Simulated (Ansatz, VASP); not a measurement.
## Al3Cu2 in VASP and in Ansatz

```
CELL_PARAMETERS angstrom
4.09195 0.00000 0.00000
-2.04598 3.54373 0.00000
0.00000 0.00000 4.99278
ATOMIC_POSITIONS crystal
Al 0.00000 0.00000 0.00000
Al 0.33333 0.66667 0.34993
Al 0.66667 0.33333 0.65007
Cu 0.33333 0.66667 0.83951
Cu 0.66667 0.33333 0.16049
```

Alike in both runs: task single point; functional r2SCAN; k mesh 12 × 12 × 8; occupations gaussian, width 0.1 eV; no spin polarisation.

|  | VASP | Ansatz |
| --- | --- | --- |
| version | VASP 6.6.1 | Ansatz 0.2.0 |
| potentials or method | VASP PAW PBE potentials, release 64 (Al, Cu) | scalar-relativistic, plane waves, PAW (harder set) |
| plane-wave cutoff (eV) | 520 | 900 |
| valence electrons in the cell | 31 | 71 |

|  | VASP | Ansatz | Ansatz less VASP |
| --- | --- | --- | --- |
| gap on the k mesh at the Fermi level (eV) | none | none | - |
| pressure (GPa) | 0.4 | 0.6 | +0.21 |
| traceless stress, the component that is largest in VASP (GPa) | -0.39 | -0.42 | -0.023 |
| rms of the force components (eV/Å) | 0.006 | 0.008 | +0.0016 |

VASP's potentials were made for PBE, not for r2SCAN. Atom by atom the forces differ by 0.002 eV/Å (rms over components). A gap of «none» marks a metal or a gap that the smearing closes. VASP's potentials hold 31 valence electrons a cell and Ansatz's 71, so a difference there can come from the potentials and not from the codes.
